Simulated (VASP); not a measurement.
# TiTe2 (P-3m1) in VASP: notebook, part 2 of 2

VASP 6.6.1. The steps go on from the part before.

### 4 Single point, PBE

INCAR

```
SYSTEM = TiTe2
PREC = Accurate ; ENCUT = 520
EDIFF = 1E-6 ; ISMEAR = 0
SIGMA = 0.018000000000000002 ; LREAL = .FALSE.
LASPH = .TRUE. ; NELM = 100
ALGO = Normal ; ISIF = 2
LWAVE = .FALSE. ; LCHARG = .FALSE.
GGA = PE ; NBANDS = 19
```

KPOINTS

```
regular mesh
0
G
  8 8 4
  0 0 0
```

POSCAR

```
TiTe2
1.0
    3.7770000000      0.0000000000      0.0000000000
   -1.8885000000      3.2709779501      0.0000000000
    0.0000000000      0.0000000000      6.4980000000
Te Ti
2 1
Direct
    0.3333333333      0.6666666667      0.7372000000
    0.6666666667      0.3333333333      0.2628000000
    0.0000000000      0.0000000000      0.0000000000
```

Potentials or basis: VASP PAW PBE potentials, release 64 (Te, Ti_sv).

Run with:

```sh
> cat potpaw_PBE.64/Te/POTCAR potpaw_PBE.64/Ti_sv/POTCAR > POTCAR
> mpirun -np 1 vasp_std > vasp.out
```

OUTCAR:

```text
SYSTEM = TiTe2
   PREC = Accurate
   ENCUT = 520
   EDIFF = 1E-6
   ISMEAR = 0
   LREAL = .FALSE.
   LASPH = .TRUE.
   NELM = 100
   ISIF = 2
   GGA = PE

 ion  position               nearest neighbor table
   1  0.333  0.667  0.737-   3 2.77   3 2.77   3 2.77
   2  0.667  0.333  0.263-   3 2.77   3 2.77   3 2.77
   3  0.000  0.000  0.000-   1 2.77   2 2.77   2 2.77   1 2.77   2 2.77   1 2.77

  LATTYP: Found a hexagonal cell.
 ALAT       =     3.7770000000
 C/A-ratio  =     1.7204130262

  Lattice vectors:

 A1 = (   3.7770000000,   0.0000000000,   0.0000000000)
 A2 = (  -1.8885000000,   3.2709779501,   0.0000000000)
 A3 = (   0.0000000000,   0.0000000000,   6.4980000000)

Analysis of symmetry for initial positions (statically):
=====================================================================
 Subroutine PRICEL returns:
 Original cell was already a primitive cell.

 Routine SETGRP: Setting up the symmetry group for a
 hexagonal supercell.

 Subroutine GETGRP returns: Found 12 space group operations
 (whereof 12 operations were pure point group operations)
 out of a pool of 24 trial point group operations.

[... 163 lines left out ...]

 E-fermi :   6.7813     XC(G=0):  -9.8602

 val. band max:        6.7718276509   @ k =   0.5000   0.0000   0.2500
 cond. band min:       6.7879196260   @ k =   0.1250   0.0000   0.2500
 fundamental gap:      0.0160919751
 Fermi energy:         6.7812884543

 k-point     1 :       0.0000    0.0000    0.0000
  band No.  band energies     occupation
      1     -50.6668      2.00000
      2     -26.9221      2.00000
      3     -26.9221      2.00000
      4     -26.8884      2.00000
      5      -5.5823      2.00000
      6      -4.0796      2.00000
[... 505 lines left out ...]
      6      -3.5614      2.00000
[... 11 lines left out ...]
     18      12.0873      0.00000
     19      12.8454      0.00000

 [... further k-points ...]

------------------------ aborting loop because EDIFF is reached ----------------------------------------

  FORCE on cell =-STRESS in cart. coord.  units (eV):
  Direction    XX          YY          ZZ          XY          YZ          ZX
  --------------------------------------------------------------------------------------
  -------------------------------------------------------------------------------------
  Total        0.3437293      0.3437293      0.6278260      0.0000000      0.0000000      0.0000000
  in kB        6.8599801      6.8599801     12.5298410      0.0000000      0.0000000      0.0000000
  external PRESSURE =       8.7499337 kB  Pullay stress =       0.0000000 kB

 VOLUME and BASIS-vectors are now :
 -----------------------------------------------------------------------------
  energy-cutoff  :      520.00
  volume of cell :       80.28
      direct lattice vectors                 reciprocal lattice vectors
     3.777000000  0.000000000  0.000000000     0.264760392  0.152859484  0.000000000
    -1.888500000  3.270977950  0.000000000     0.000000000  0.305718967  0.000000000
     0.000000000  0.000000000  6.498000000     0.000000000  0.000000000  0.153893506

 POSITION                                       TOTAL-FORCE (eV/Angst)
 -----------------------------------------------------------------------------------
     -0.00000      2.18065      4.79033        -0.000000      0.000000     -0.019925
      1.88850      1.09033      1.70767         0.000000     -0.000000      0.019925
      0.00000      0.00000      0.00000         0.000000      0.000000      0.000000
 -----------------------------------------------------------------------------------
    total drift:                                0.000000     -0.000000     -0.000000

  FREE ENERGIE OF THE ION-ELECTRON SYSTEM (eV)
  ---------------------------------------------------
  free  energy   TOTEN  =       -16.2091390422 eV

  energy  without entropy=      -16.2086582619  energy(sigma->0) =      -16.20889865
```

OSZICAR:

```text
N       E                     dE             d eps       ncg     rms          rms(c)
DAV:   1     0.174803926485E+03    0.17480E+03   -0.10891E+04  1330   0.117E+03
DAV:   2    -0.262784254104E+01   -0.17743E+03   -0.17289E+03  1397   0.292E+02
DAV:   3    -0.179715358459E+02   -0.15344E+02   -0.14984E+02  2086   0.810E+01
DAV:   4    -0.184396056745E+02   -0.46807E+00   -0.46597E+00  1709   0.136E+01
DAV:   5    -0.184584761612E+02   -0.18870E-01   -0.18863E-01  1982   0.258E+00    0.121E+01
DAV:   6    -0.186447129198E+02   -0.18624E+00   -0.38434E+01  1472   0.376E+01    0.148E+01
DAV:   7    -0.164781495194E+02    0.21666E+01   -0.34109E+01  1657   0.326E+01    0.552E+00
DAV:   8    -0.162107013956E+02    0.26745E+00   -0.14628E+00  1579   0.820E+00    0.180E+00
DAV:   9    -0.162341142881E+02   -0.23413E-01   -0.32336E-01  1754   0.352E+00    0.169E+00
DAV:  10    -0.162130649555E+02    0.21049E-01   -0.32159E-01  1599   0.386E+00    0.830E-01
DAV:  11    -0.162093126363E+02    0.37523E-02   -0.36219E-02  1514   0.139E+00    0.348E-01
DAV:  12    -0.162092867022E+02    0.25934E-04   -0.35387E-03  1578   0.426E-01    0.247E-01
DAV:  13    -0.162091432024E+02    0.14350E-03   -0.55812E-04  1549   0.179E-01    0.356E-02
DAV:  14    -0.162091454088E+02   -0.22064E-05   -0.15789E-05  1592   0.311E-02    0.397E-02
DAV:  15    -0.162091414016E+02    0.40071E-05   -0.54810E-06  1410   0.182E-02    0.187E-02
DAV:  16    -0.162091388803E+02    0.25214E-05   -0.13397E-05  1625   0.235E-02    0.276E-03
DAV:  17    -0.162091390422E+02   -0.16189E-06   -0.32028E-07   821   0.428E-03
   1 F= -.16209139E+02 E0= -.16208899E+02  d E =-.480780E-03
```

stdout:

```text
POSCAR found type information on POSCAR TeTi
 POSCAR found :  2 types and       3 ions
 scaLAPACK will be used
 LDA part: xc-table for (Slater+PW92), standard interpolation
 POSCAR, INCAR and KPOINTS ok, starting setup
 FFT: planning ... GRIDC
 FFT: planning ... GRID_SOFT
 FFT: planning ... GRID
 WAVECAR not read
 entering main loop
```

Wall time 36 s (1 thread of Intel Xeon Platinum 8488C (Sapphire Rapids), shared host); peak memory 0.21 GiB.

Results:

```yaml
Free_energy: -16.2091 eV
Pressure: 0.9 GPa
Largest_force: 0.020 eV/Å
Band_gap_on_the_k_mesh: zero (bands 12 and 13 overlap by 0.66 eV)
```

Forces in eV/Å, atoms in the order of the input:
```
Te   0.000  0.000 -0.020
Te   0.000  0.000  0.020
Ti   0.000  0.000  0.000
```

Stress tensor (GPa, compression positive):
```
0.69 0.00 0.00
0.00 0.69 0.00
0.00 0.00 1.25
```

Caveat: spin-orbit coupling is left out, which moves the levels of the heavy elements; this functional lacks dispersion, which binds layers or chains, so the pressure and a relaxed spacing across them are unreliable.

### 5 Single point, PBE

INCAR

```
  PREC = Accurate
  ENCUT = 520
  EDIFF = 1E-6
  ISMEAR = 0
  SIGMA = 0.019000000000000003
  LREAL = F
  LASPH = T
  NELM = 80
  ALGO = Normal
  ISIF = 2
  LWAVE = F
  LCHARG = T
  GGA = PE
  LELF = T
  LVHAR = T
  NBANDS = 19
```

KPOINTS

```
regular mesh
0
Gamma
  8 8 4
```

POSCAR is that of step 4.

Run with:

```sh
> cat potpaw_PBE.64/Te/POTCAR potpaw_PBE.64/Ti_sv/POTCAR > POTCAR
> mpirun -np 1 vasp_std > vasp.out
```

Wall time 34 s (1 thread of Intel Xeon Platinum 8488C (Sapphire Rapids), shared host); peak memory 0.21 GiB.

Results (log left out):

* Free energy: -16.2092 eV
* Pressure: 0.9 GPa
* Largest force: 0.020 eV/Å
* Band gap on the k mesh: zero (bands 12 and 13 overlap by 0.66 eV)

Forces in eV/Å, atoms in the order of the input:
```
Te   0.000  0.000 -0.020
Te   0.000  0.000  0.020
Ti   0.000  0.000  0.000
```

Stress tensor (GPa, compression positive):
```
0.69 0.00 0.00
0.00 0.69 0.00
0.00 0.00 1.25
```

Levels at points of the mesh, in eV from the Fermi level:
| k point | band 9 | band 10 | band 11 | band 12 | band 13 | band 14 | band 15 | band 16 |
| --- | --- | --- | --- | --- | --- | --- | --- | --- |
| (0.00, 0.00, 0.00) | -1.64 | 0.38 | 0.43 | 0.43 | 0.62 | 1.11 | 1.11 | 3.09 |
| (0.50, 0.00, 0.00) | -2.67 | -2.36 | -1.72 | -1.10 | 0.06 | 1.18 | 1.51 | 2.44 |
| (0.00, 0.00, 0.50) | -1.57 | -1.57 | 0.42 | 0.42 | 0.79 | 0.79 | 1.06 | 3.52 |
| (0.50, 0.00, 0.50) | -2.37 | -1.99 | -0.94 | -0.57 | -0.23 | 1.18 | 1.49 | 2.64 |

Caveat: spin-orbit coupling is left out, which moves the levels of the heavy elements; this functional lacks dispersion, which binds layers or chains, so the pressure and a relaxed spacing across them are unreliable.

### 6 Summary

| smearing | gap on the mesh (eV) | pressure (GPa) | largest force (eV/Å) |
| --- | --- | --- | --- |
| gaussian 0.016 eV | none | 0.9 | 0.02 |
| gaussian 0.017 eV | none | 0.9 | 0.02 |
| gaussian 0.018 eV | none | 0.9 | 0.02 |
| gaussian 0.019 eV | none | 0.9 | 0.02 |

Alike in all rows: task single point; level PBE; potentials or basis VASP PAW PBE potentials, release 64 (Te, Ti_sv); no spin polarisation; cell as given; k mesh 8 × 8 × 4; cutoff (eV) 520.

Caveats: spin-orbit coupling is left out, which moves the levels of the heavy elements; this functional lacks dispersion, which binds layers or chains, so the pressure and a relaxed spacing across them are unreliable.

Absolute energies hang on the potentials; compare differences alone.
